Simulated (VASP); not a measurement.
HfC:

```
CELL_PARAMETERS angstrom
0.00000 2.29358 2.29358
2.29358 0.00000 2.29358
2.29358 2.29358 0.00000
ATOMIC_POSITIONS crystal
Hf 0.50000 0.50000 0.50000
C 0.00000 0.00000 0.00000
```

Base run:

- Program: VASP 6.6.1
- Functional: PBE
- Potentials or basis: VASP PAW PBE potentials, release 64 (Hf_pv, C)
- Cutoff: 520 eV
- k mesh: 10 × 10 × 10
- Occupations: fermi-dirac, width 0.05 eV
- Spin: no spin polarisation

Its results: band gap on the k mesh zero (band 7 reaches 7.29 eV, above the bottom of band 8 at 5.87 eV); pressure 10.1 GPa.

Problem. The run is repeated on the same cell with these changes: functional from PBE to LDA; potentials or basis from VASP PAW PBE potentials, release 64 (Hf_pv, C) to VASP PAW LDA potentials, release 64 (Hf_pv, C). What comes out?

Solution. Band gap on the k mesh zero (band 7 reaches 7.22 eV, above the bottom of band 8 at 5.80 eV); pressure -1.8 GPa.

Caveats: spin-orbit coupling is left out, which moves the levels of the heavy elements.
